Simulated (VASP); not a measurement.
P:

```
P
1.0
     2.42083    0.00000    0.00000
     0.00000    2.42083    0.00000
     0.00000    0.00000    2.49524
P
1
Direct
  0.00000 0.00000 0.00000
```

```yaml
Program: VASP 6.6.1
Task: relaxation of cell and atoms
Functional: PBE
Potentials_or_basis: VASP PAW PBE potentials, release 64 (P)
Cutoff: 600 eV
k_mesh: 22 × 22 × 22
Occupations: gaussian, width 0.1 eV
Spin: no spin polarisation
```

At the start: pressure -0.2 GPa; volume 14.62 Å³/atom.

Q: Where does the relaxation end?

A: Over 3 steps the energy falls by 7.7 meV/atom and the volume is 14.59 Å³/atom (-0.3 %); space group Pm-3m (No. 221, to 0.05 Å).

The path:
| step | energy change (eV) | largest force (eV/Å) | pressure (GPa) | volume (Å³) |
| --- | --- | --- | --- | --- |
| 1 | 0.0000 | 0.0000 | -0.20 | 14.62 |
| 2 | -0.0075 | 0.0000 | -0.03 | 14.58 |
| 3 | -0.0077 | 0.0000 | -0.09 | 14.59 |

Final structure:
```
P
1.0
     2.44338    0.00000    0.00000
     0.00000    2.44338    0.00000
     0.00000    0.00000    2.44320
P
1
Cartesian
  0.0000 0.0000 0.0000
```
